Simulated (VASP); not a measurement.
# Si4Ge (R-3m) in VASP: a series of runs

The runs below take Si4Ge through single point, with PBE.

Everything below comes from runs of VASP 6.6.1. Logs are shortened: lines on timing, memory, paths and dates and some standing lists are left out, and cuts for length are marked.

## 1. The cell of the first run

Symmetry: R-3m, No. 166, trigonal system. Conventional cell: a = 3.910 Å, b = 3.910 Å, c = 47.736 Å, α = 90.00°, β = 90.00°, γ = 120.00°. Within 3.1 Å of Si (site symmetry 3m) lie 3 Si at 2.38 Å and 1 Ge at 2.42 Å. Within 3.1 Å of Si (site symmetry 3m) lie 4 Si at 2.37 to 2.38 Å. Si (site symmetry 3m) has 4 Si at 2.37 to 2.38 Å within 3.1 Å. Within 3.1 Å of Si (site symmetry 3m) lie 4 Si at 2.37 to 2.38 Å. Within 3.2 Å of Ge (site symmetry 3m) lie 1 Si at 2.42 Å and 3 Ge at 2.43 Å.

## 2. Single point, PBE

Contents of INCAR:

```
ALGO = Normal ; EDIFF = 1E-6
ENCUT = 500 ; GGA = PE
GGA_COMPAT = False ; ISIF = 2
ISMEAR = 0 ; LASPH = True
LCHARG = True ; LELF = True
LREAL = False ; LVHAR = True
LWAVE = False ; NBANDS = 41
NELM = 120 ; PREC = Accurate
SIGMA = 0.1
```

Contents of KPOINTS:

```
k-points
0
Gamma
  6 6 6
```

Contents of POSCAR:

```
Si4Ge
1.0
    1.9549159280      1.1286712373     15.9120892379
   -1.9549159280      1.1286712373     15.9120892379
    0.0000000000     -2.2573424745     15.9120892379
Si Ge
8 2
Direct
    0.2267098966      0.2267098966      0.2267098966
    0.5760777324      0.5760777324      0.5760777324
    0.9751828253      0.9751828253      0.9751828253
    0.6257337902      0.6257337902      0.6257337902
    0.0248171747      0.0248171747      0.0248171747
    0.3742662098      0.3742662098      0.3742662098
    0.7732901034      0.7732901034      0.7732901034
    0.4239222676      0.4239222676      0.4239222676
    0.1760963825      0.1760963825      0.1760963825
    0.8239036175      0.8239036175      0.8239036175
```

Potentials or basis: VASP PAW PBE potentials, release 64 (Si, Ge_d).

Command:

```
cat potpaw_PBE.64/Si/POTCAR potpaw_PBE.64/Ge_d/POTCAR > POTCAR
mpirun -np 1 vasp_std > vasp.out
```

OUTCAR:

```text
EDIFF = 1E-6
   ENCUT = 500
   GGA = PE
   ISIF = 2
   ISMEAR = 0
   LASPH = True
   LREAL = False
   NELM = 120
   PREC = Accurate

 ion  position               nearest neighbor table
   1  0.227  0.227  0.227-   2 2.38   2 2.38   2 2.38   9 2.42
   2  0.576  0.576  0.576-   4 2.37   1 2.38   1 2.38   1 2.38
   3  0.975  0.975  0.975-   5 2.37   4 2.38   4 2.38   4 2.38
   4  0.626  0.626  0.626-   2 2.37   3 2.38   3 2.38   3 2.38
   5  0.025  0.025  0.025-   3 2.37   6 2.38   6 2.38   6 2.38
   6  0.374  0.374  0.374-   8 2.37   5 2.38   5 2.38   5 2.38
   7  0.773  0.773  0.773-   8 2.38   8 2.38   8 2.38  10 2.42
   8  0.424  0.424  0.424-   6 2.37   7 2.38   7 2.38   7 2.38
   9  0.176  0.176  0.176-   1 2.42  10 2.43  10 2.43  10 2.43
  10  0.824  0.824  0.824-   7 2.42   9 2.43   9 2.43   9 2.43

  LATTYP: Found a trigonal (rhomboedric) cell.
 ALAT       =    16.0714087423
 COS(alpha) =     0.9704077306

  Lattice vectors:

 A1 = (   1.9549159280,   1.1286712373,  15.9120892379)
 A2 = (  -1.9549159280,   1.1286712373,  15.9120892379)
 A3 = (   0.0000000000,  -2.2573424745,  15.9120892379)

Analysis of symmetry for initial positions (statically):
=====================================================================
 Subroutine PRICEL returns:
 Original cell was already a primitive cell.

 Routine SETGRP: Setting up the symmetry group for a
 trigonal (rhombohedral) supercell.

 Subroutine GETGRP returns: Found 12 space group operations
 (whereof 12 operations were pure point group operations)
 out of a pool of 12 trial point group operations.

The static configuration has the point symmetry D_3d.

Analysis of symmetry for dynamics (positions and initial velocities):
=====================================================================
 Subroutine PRICEL returns:
 Original cell was already a primitive cell.

 Routine SETGRP: Setting up the symmetry group for a
 trigonal (rhombohedral) supercell.

 Subroutine GETGRP returns: Found 12 space group operations
 (whereof 12 operations were pure point group operations)
 out of a pool of 12 trial point group operations.

The dynamic configuration has the point symmetry D_3d.

 Subroutine INISYM returns: Found 12 space group operations
 (whereof 12 operations are pure point group operations),
 and found     1 'primitive' translations

[... 117 lines left out ...]
   ISYM   =      2    0-nonsym 1-usesym 2-fastsym
   POTIM  = 0.5000    time-step for ionic-motion
   TEBEG  =    0.0;   TEEND  =   0.0 temperature during run
   PSTRESS=    0.0 pullay stress
   NELECT =      60.0000    total number of electrons
   NUPDOWN=      -1.0000    fix difference up-down
   EMIN   =  10.00;   EMAX   =-10.00  energy-range for DOS
   EFERMI =   0.00;   METHOD = LEGACY
   ISMEAR =     0;   SIGMA  =   0.10  broadening in eV -4-tet -1-fermi 0-gaus
   EFERMI_NEDOS =   21; number of points for ismear=-14 and -15
   IALGO  =     38    algorithm
   IMIX   =      4    mixing-type and parameters
     AMIX     =   0.40;   BMIX     =  1.00
     AMIX_MAG =   1.60;   BMIX_MAG =  1.00
  volume/ion in A,a.u.               =      21.07       142.16
  Fermi-wavevector in a.u.,A,eV,Ry     =   1.077128  2.035476 15.785539  1.160204
  Thomas-Fermi vector in A             =   2.213031
   LORBIT       =      0    0 simple, 1 ext, 2 COOP (PROOUT), +10 PAW based schemes
   GGA     = PE    functional components
   LHFCALC =     F    Hartree Fock is set to
   AEXX    =    0.0000 exact exchange contribution
   IVDW    =     0    specifies the selected vdW correction
   LEPSILON=     F    determine dielectric tensor
   LRPA    =     F    only Hartree local field effects (RPA)
 non-spin polarized calculation
 Gauss-broadening in eV      SIGMA  =   0.10
  energy-cutoff  :      500.00
  volume of cell :      210.66
 maximum number of plane-waves:      5381
 NGX is ok and might be reduce to   120

 number of electron      60.0000000 magnetization

 Free energy of the ion-electron system (eV)
  ---------------------------------------------------
  ext. energy  EPLUGINS =         0.00000000
  ---------------------------------------------------
  free energy    TOTEN  =       -52.24485146 eV

  energy without entropy =      -52.24481304  energy(sigma->0) =      -52.24483225

 E-fermi :   5.8126     XC(G=0):  -9.4216

 val. band max:        5.6068334792   @ k =   0.0000   0.0000   0.0000
 cond. band min:       6.0411019681   @ k =  -0.3333  -0.3333   0.1667
 fundamental gap:      0.4342684889
 Fermi energy:         5.8125603816

 k-point     1 :       0.0000    0.0000    0.0000
  band No.  band energies     occupation
      1     -18.8839      2.00000
      2     -18.8839      2.00000
      3     -18.8003      2.00000
      4     -18.8003      2.00000
      5     -18.7360      2.00000
      6     -18.7196      2.00000
[... 1045 lines left out ...]
     40       9.3970      0.00000
     41       9.5445      0.00000

 [... further k-points ...]

------------------------ aborting loop because EDIFF is reached ----------------------------------------

  FORCE on cell =-STRESS in cart. coord.  units (eV):
  Direction    XX          YY          ZZ          XY          YZ          ZX
  --------------------------------------------------------------------------------------
  -------------------------------------------------------------------------------------
  Total       -0.2919542     -0.2919542      0.0587307      0.0000000      0.0000000      0.0000000
  in kB       -2.2205025     -2.2205025      0.4466851      0.0000000      0.0000000      0.0000000
  external PRESSURE =      -1.3314400 kB  Pullay stress =       0.0000000 kB

 VOLUME and BASIS-vectors are now :
 -----------------------------------------------------------------------------
  energy-cutoff  :      500.00
  volume of cell :      210.66
      direct lattice vectors                 reciprocal lattice vectors
     1.954915928  1.128671237 15.912089238     0.255765475  0.147666266  0.020948433
    -1.954915928  1.128671237 15.912089238    -0.255765475  0.147666266  0.020948433
     0.000000000 -2.257342475 15.912089238     0.000000000 -0.295332531  0.020948433

 POSITION                                       TOTAL-FORCE (eV/Angst)
 -----------------------------------------------------------------------------------
      0.00000      0.00000     10.82228         0.000000      0.000000      0.001880
      0.00000      0.00000     27.49980         0.000000      0.000000      0.008057
      0.00000      0.00000     46.55159         0.000000      0.000000      0.018798
      0.00000      0.00000     29.87020         0.000000     -0.000000     -0.015026
      0.00000      0.00000      1.18468         0.000000     -0.000000     -0.018798
      0.00000      0.00000     17.86607         0.000000      0.000000      0.015026
      0.00000      0.00000     36.91398         0.000000     -0.000000     -0.001880
      0.00000      0.00000     20.23647         0.000000     -0.000000     -0.008057
      0.00000      0.00000      8.40618         0.000000     -0.000000     -0.058825
      0.00000      0.00000     39.33008         0.000000      0.000000      0.058825
 -----------------------------------------------------------------------------------
    total drift:                                0.000000     -0.000000     -0.000000

  FREE ENERGIE OF THE ION-ELECTRON SYSTEM (eV)
  ---------------------------------------------------
  free  energy   TOTEN  =       -52.2448514551 eV

  energy  without entropy=      -52.2448130371  energy(sigma->0) =      -52.24483225
```

stdout:

```text
POSCAR found type information on POSCAR SiGe
 POSCAR found :  2 types and      10 ions
 scaLAPACK will be used
 LDA part: xc-table for (Slater+PW92), standard interpolation
 POSCAR, INCAR and KPOINTS ok, starting setup
 FFT: planning ... GRIDC
 FFT: planning ... GRID_SOFT
 FFT: planning ... GRID
 WAVECAR not read
 entering main loop
```

Run time: 1.6 h. Hardware: 1 thread of Oxide Virtual Turin-like, shared host; peak memory 2.6 GiB.

Results:

```
Free energy            : -52.2449 eV
Pressure               : -0.1 GPa
Largest force          : 0.059 eV/Å
Band gap on the k mesh : 0.43 eV (least direct gap 0.95 eV)
```

Forces on the atoms (eV/Å):
```
Si   0.000  0.000  0.002
Si   0.000  0.000  0.008
Si   0.000  0.000  0.019
Si   0.000  0.000 -0.015
Si   0.000  0.000 -0.019
Si   0.000  0.000  0.015
Si   0.000  0.000 -0.002
Si   0.000  0.000 -0.008
Ge   0.000  0.000 -0.059
Ge   0.000  0.000  0.059
```

Stress tensor (GPa, compression positive):
```
-0.22  0.00  0.00
 0.00 -0.22  0.00
 0.00  0.00  0.04
```

## 3. Single point, PBE

This run uses another cell than the first one, of the same volume but with other edges.

Contents of INCAR:

```
PREC = Accurate
ENCUT = 500
EDIFF = 1E-6
ISMEAR = 0
SIGMA = 0.1
LREAL = F
LASPH = T
NELM = 120
ALGO = Normal
ISIF = 2
LWAVE = F
LCHARG = F
GGA = PE
NBANDS = 41
GGA_COMPAT = F
```

Contents of KPOINTS:

```
Automatic mesh
0
Gamma
  6 6 6
```

Contents of POSCAR:

```
Si4Ge
1.0
   -1.9523383851      3.3815492765      0.0000000000
   -3.9046767701      0.0000000000      0.0000000000
   -1.9523383851      1.1271830922     15.9458429181
Si Ge
8 2
Direct
    0.7733740267      0.7733740267      0.6798779198
    0.4239055709      0.4239055709      0.7282832872
    0.0247703153      0.0247703153      0.9256890540
    0.3743335016      0.3743335016      0.8769994952
    0.9752296847      0.9752296847      0.0743109460
    0.6256664984      0.6256664984      0.1230005048
    0.2266259733      0.2266259733      0.3201220802
    0.5760944291      0.5760944291      0.2717167128
    0.8239470536      0.8239470536      0.5281588392
    0.1760529464      0.1760529464      0.4718411608
```

Potentials or basis: VASP PAW PBE potentials, release 64 (Si, Ge_d).

Command:

```
cat potpaw_PBE.64/Si/POTCAR potpaw_PBE.64/Ge_d/POTCAR > POTCAR
mpirun -np 1 vasp_std > vasp.out
```

Run time: 4.7 min. Hardware: 1 thread of Oxide Virtual Turin-like, shared host; peak memory 0.38 GiB.

It converged, with:

```
Free energy            : -52.2451 eV
Pressure               : -0.1 GPa
Largest force          : 0.013 eV/Å
Band gap on the k mesh : 0.46 eV (least direct gap 0.99 eV)
```

Forces in eV/Å, atoms in the order of the input:
```
Si   0.000  0.000  0.013
Si   0.000  0.000 -0.013
Si   0.000  0.000 -0.010
Si   0.000  0.000  0.011
Si   0.000  0.000  0.010
Si   0.000  0.000 -0.011
Si   0.000  0.000 -0.013
Si   0.000  0.000  0.013
Ge   0.000  0.000 -0.007
Ge   0.000  0.000  0.007
```

Stress tensor (GPa, compression positive):
```
-0.02  0.00  0.00
 0.00 -0.02  0.00
 0.00  0.00 -0.22
```

Levels at points of the mesh, in eV from the valence-band top:
| k point | band 26 | band 27 | band 28 | band 29 | band 30 | band 31 | band 32 | band 33 | band 34 | band 35 |
| --- | --- | --- | --- | --- | --- | --- | --- | --- | --- | --- |
| (0.00, 0.00, 0.00) | -0.69 | -0.69 | -0.22 | 0.00 | 0.00 | 1.01 | 1.02 | 1.60 | 1.65 | 2.23 |
| (0.50, 0.00, 0.00) | -2.89 | -2.25 | -2.05 | -1.43 | -1.37 | 0.48 | 0.72 | 0.95 | 1.33 | 1.44 |
| (0.50, 0.50, 0.00) | -2.53 | -2.28 | -2.18 | -1.75 | -1.51 | 0.47 | 0.55 | 0.88 | 1.22 | 1.66 |
| (0.00, 0.00, 0.50) | -1.07 | -0.57 | -0.57 | -0.06 | -0.06 | 0.95 | 1.26 | 1.31 | 2.06 | 2.11 |
